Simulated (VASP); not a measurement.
# AlGa3N4 (Pm) in VASP: notebook, part 2 of 2

VASP 6.6.1. Earlier steps stand in the parts before.

## Step 3: Single point, PBEsol (mode 24 (697.0 1/cm) frozen in, largest displacement +0.300 Å)

INCAR reads:

```
PREC = Accurate
ENCUT = 520
EDIFF = 1E-6
ISMEAR = 0
SIGMA = 0.05
LREAL = False
LASPH = True
NELM = 100
ALGO = Normal
ISIF = 2
LWAVE = False
LCHARG = False
GGA = PS
NBANDS = 41
```

KPOINTS reads:

```
Automatic mesh
0
Gamma
  6 8 6
```

POSCAR reads:

```
AlGa3N4
1.0
    5.1423511994      0.0000000000      0.0001215027
    0.0000000000      3.1649848006      0.0000000000
   -0.0035856898      0.0000000000      5.4784941377
Al Ga N
1 3 4
Direct
    0.0147512455      0.5000000000      0.6605567937
    0.5009124205      0.5000000000      0.3341896697
    0.4975898129      0.0000000000      0.8316842832
    0.9975682532      0.0000000000      0.1657210834
    0.1067860425      0.5000000000      0.3934975268
    0.1197308221      0.0000000000      0.7892487169
    0.6320009443      0.0000000000      0.1883577522
    0.6128539065      0.5000000000      0.6472693446
```

Potentials or basis: VASP PAW PBE potentials, release 64 (Al, Ga_d, N).

Command:

```
$ cat potpaw_PBE.64/Al/POTCAR potpaw_PBE.64/Ga_d/POTCAR potpaw_PBE.64/N/POTCAR > POTCAR
$ mpirun -np 1 vasp_std > vasp.out
```

OUTCAR:

```text
PREC = Accurate
   ENCUT = 520
   EDIFF = 1E-6
   ISMEAR = 0
   LREAL = False
   LASPH = True
   NELM = 100
   ISIF = 2
   GGA = PS

 ion  position               nearest neighbor table
   1  0.015  0.500  0.661-   5 1.54   6 1.81   6 1.81   8 2.07   2 3.07   3 3.09   3 3.09   4 3.14
                             4 3.14
   2  0.501  0.500  0.334-   8 1.81   7 1.90   7 1.90   5 2.05   1 3.07
   3  0.498  0.000  0.832-   6 1.96   8 1.97   8 1.97   7 2.07   1 3.09   1 3.09
[... 1275 lines left out ...]
  -------------------------------------------------------------------------------------
  Total        1.2325340      2.4144760     13.5488748      0.0000000      0.0000000     -3.6039741
  in kB       22.1470010     43.3849298    243.4553051      0.0000000      0.0000000    -64.7586332
  external PRESSURE =     102.9957453 kB  Pullay stress =       0.0000000 kB

 VOLUME and BASIS-vectors are now :
 -----------------------------------------------------------------------------
  energy-cutoff  :      520.00
  volume of cell :       89.17
      direct lattice vectors                 reciprocal lattice vectors
     5.142351199  0.000000000  0.000121503     0.194463572  0.000000000  0.000127277
     0.000000000  3.164984801  0.000000000     0.000000000  0.315957284  0.000000000
    -0.003585690  0.000000000  5.478494138    -0.000004313  0.000000000  0.182531907

 POSITION                                       TOTAL-FORCE (eV/Angst)
 -----------------------------------------------------------------------------------
      0.07349      1.58249      3.61886        -5.118503      0.000000      8.690232
      2.57467      1.58249      1.83092        -1.256270      0.000000     -0.081865
      2.55580      0.00000      4.55644         0.650465      0.000000     -0.571757
      5.12925      0.00000      0.90802         1.045563      0.000000      0.861675
      0.54772      1.58249      2.15579         3.984800      0.000000    -14.205920
      0.61287      0.00000      4.32391         0.146985      0.000000      4.264420
      3.24930      0.00000      1.03199        -1.314909      0.000000     -2.422948
      3.14919      1.58249      3.54614         1.861870      0.000000      3.466164
 -----------------------------------------------------------------------------------
    total drift:                               -0.000378      0.000000     -0.000332

  FREE ENERGIE OF THE ION-ELECTRON SYSTEM (eV)
  ---------------------------------------------------
  free  energy   TOTEN  =       -52.0550274973 eV

  energy  without entropy=      -52.0550274973  energy(sigma->0) =      -52.05502750
```

OSZICAR:

```text
N       E                     dE             d eps       ncg     rms          rms(c)
DAV:   1     0.641888361009E+03    0.64189E+03   -0.27900E+04  9114   0.259E+03
DAV:   2     0.578881731454E+02   -0.58400E+03   -0.54324E+03  8704   0.651E+02
DAV:   3    -0.535545863140E+02   -0.11144E+03   -0.10804E+03  9408   0.198E+02
DAV:   4    -0.613832123082E+02   -0.78286E+01   -0.77564E+01 11137   0.564E+01
DAV:   5    -0.615887831123E+02   -0.20557E+00   -0.20531E+00 10128   0.890E+00    0.165E+01
DAV:   6    -0.518562186524E+02    0.97326E+01   -0.26680E+01 14648   0.707E+01    0.517E+00
DAV:   7    -0.521578164330E+02   -0.30160E+00   -0.50163E+00  9678   0.147E+01    0.414E+00
DAV:   8    -0.520725438065E+02    0.85273E-01   -0.50027E-01 12016   0.115E+01    0.133E+00
DAV:   9    -0.520550239596E+02    0.17520E-01   -0.96166E-02 12472   0.543E+00    0.556E-01
DAV:  10    -0.520550697471E+02   -0.45788E-04   -0.22269E-02  9744   0.120E+00    0.321E-01
DAV:  11    -0.520549200740E+02    0.14967E-03   -0.48375E-03 12704   0.114E+00    0.970E-02
DAV:  12    -0.520550019331E+02   -0.81859E-04   -0.10334E-03 10592   0.452E-01    0.404E-02
DAV:  13    -0.520550246071E+02   -0.22674E-04   -0.22392E-04 10152   0.150E-01    0.178E-02
DAV:  14    -0.520550261320E+02   -0.15249E-05   -0.29817E-05 10984   0.153E-01    0.818E-03
DAV:  15    -0.520550274599E+02   -0.13279E-05   -0.11846E-05 11784   0.454E-02    0.415E-03
DAV:  16    -0.520550274973E+02   -0.37378E-07   -0.15057E-06  6160   0.146E-02
   1 F= -.52055027E+02 E0= -.52055027E+02  d E =-.176158E-11
```

stdout:

```text
POSCAR found type information on POSCAR AlGaN
 POSCAR found :  3 types and       8 ions
 scaLAPACK will be used
 -----------------------------------------------------------------------------
|                                                                             |
|                                                                             |
|     You enforced a specific xc type in the INCAR file but a different       |
|     I HOPE YOU KNOW WHAT YOU ARE DOING!                                     |
|                                                                             |
 -----------------------------------------------------------------------------

 LDA part: xc-table for (Slater+PW92), standard interpolation
 POSCAR, INCAR and KPOINTS ok, starting setup
 FFT: planning ... GRIDC
 FFT: planning ... GRID_SOFT
 FFT: planning ... GRID
 WAVECAR not read
 entering main loop
```

Run time: 6.2 min. Hardware: 1 thread of Oxide Virtual Turin-like, shared host; peak memory 0.36 GiB.

Results:

```yaml
Free_energy: -52.0550 eV
Pressure: 10.3 GPa
Largest_force: 14.754 eV/Å
Band_gap_on_the_k_mesh: 1.88 eV, direct
```

Forces on the atoms (eV/Å):
```
Al   -5.119   0.000   8.690
Ga   -1.256   0.000  -0.082
Ga    0.650   0.000  -0.572
Ga    1.046   0.000   0.862
N     3.985   0.000 -14.206
N     0.147   0.000   4.264
N    -1.315   0.000  -2.423
N     1.862   0.000   3.466
```

Stress tensor (GPa, compression positive):
```
 2.21  0.00 -6.48
 0.00  4.34  0.00
-6.48  0.00 24.35
```

Caveat: the cell differs from its parent crystal (mode 24 (697.0 1/cm) frozen in, largest displacement +0.300 Å); the PAW data sets were made with another functional, which shifts forces and pressure a little. A k mesh can miss the band edges.

## Step 4: Single point, PBEsol (mode 24 (697.0 1/cm) frozen in, largest displacement -0.225 Å)

INCAR reads:

```
SYSTEM = AlGa3N4
PREC = Accurate
ENCUT = 520
EDIFF = 1E-7
ISMEAR = 0
SIGMA = 0.05
LREAL = .FALSE.
LASPH = .TRUE.
NELM = 80
ALGO = Normal
ISIF = 2
LWAVE = .FALSE.
LCHARG = .FALSE.
GGA = PS
NBANDS = 41
```

KPOINTS reads:

```
Automatic mesh
0
G
  6 8 6
  0 0 0
```

POSCAR reads:

```
AlGa3N4
1.0
    5.1423511994      0.0000000000      0.0001215027
    0.0000000000      3.1649848006      0.0000000000
   -0.0035856898      0.0000000000      5.4784941377
Al Ga N
1 3 4
Direct
   -0.0100074444      0.5000000000      0.6724582476
    0.4977699148      0.5000000000      0.3354670120
    0.5001055632      0.0000000000      0.8314615384
    1.0015819274      0.0000000000      0.1665251122
    0.1293307873      0.5000000000      0.3000473318
    0.1160823470      0.0000000000      0.8542215659
    0.6117756604      0.0000000000      0.1496101879
    0.6450161763      0.5000000000      0.6823168762
```

Command:

```
$ cat potpaw_PBE.64/Al/POTCAR potpaw_PBE.64/Ga_d/POTCAR potpaw_PBE.64/N/POTCAR > POTCAR
$ mpirun -np 1 vasp_std > vasp.out
```

Run time: 6.1 min. Hardware: 1 thread of Oxide Virtual Turin-like, shared host; peak memory 0.36 GiB.

The run converged. Its results:

```yaml
Free_energy: -53.8312 eV
Pressure: 4.0 GPa
Largest_force: 4.542 eV/Å
Band_gap_on_the_k_mesh: 2.13 eV, direct
```

Forces in eV/Å, atoms in the order of the input:
```
Al   2.688  0.000 -0.014
Ga   0.698  0.000 -0.556
Ga  -0.835  0.000 -0.308
Ga  -1.461  0.000  0.567
N   -0.539  0.000  3.845
N    0.534  0.000 -4.511
N    1.193  0.000  2.657
N   -2.278  0.000 -1.680
```

Stress tensor (GPa, compression positive):
```
 5.46  0.00 -0.03
 0.00  2.47  0.00
-0.03  0.00  3.99
```

Levels at points of the mesh, in eV from the valence-band top:
| k point | band 27 | band 28 | band 29 | band 30 | band 31 | band 32 | band 33 | band 34 | band 35 | band 36 |
| --- | --- | --- | --- | --- | --- | --- | --- | --- | --- | --- |
| (0.00, 0.00, 0.00) | -0.94 | -0.85 | -0.14 | -0.04 | 0.00 | 2.13 | 4.48 | 4.94 | 5.28 | 6.05 |
| (0.50, 0.00, 0.00) | -1.85 | -0.64 | -0.61 | -0.47 | -0.44 | 3.73 | 3.94 | 4.75 | 5.23 | 7.54 |
| (0.00, 0.50, 0.00) | -3.49 | -2.56 | -2.04 | -1.88 | -1.51 | 4.85 | 5.46 | 6.10 | 6.30 | 7.61 |
| (0.50, 0.50, 0.00) | -3.26 | -1.75 | -1.66 | -1.54 | -1.42 | 4.94 | 5.48 | 5.95 | 6.24 | 6.97 |
| (0.00, 0.00, 0.50) | -1.88 | -1.32 | -0.70 | -0.31 | -0.31 | 4.22 | 4.64 | 5.72 | 6.10 | 6.65 |
| (0.50, 0.00, 0.50) | -1.81 | -1.80 | -1.70 | -0.99 | -0.93 | 4.63 | 4.77 | 5.64 | 5.98 | 6.98 |
| (0.00, 0.50, 0.50) | -2.77 | -2.49 | -1.97 | -0.97 | -0.80 | 4.27 | 4.91 | 5.13 | 5.22 | 6.48 |
| (0.50, 0.50, 0.50) | -2.02 | -1.84 | -1.71 | -1.59 | -1.38 | 3.69 | 4.06 | 4.12 | 4.89 | 7.31 |

Caveat: the cell differs from its parent crystal (mode 24 (697.0 1/cm) frozen in, largest displacement -0.225 Å); the PAW data sets were made with another functional, which shifts forces and pressure a little.
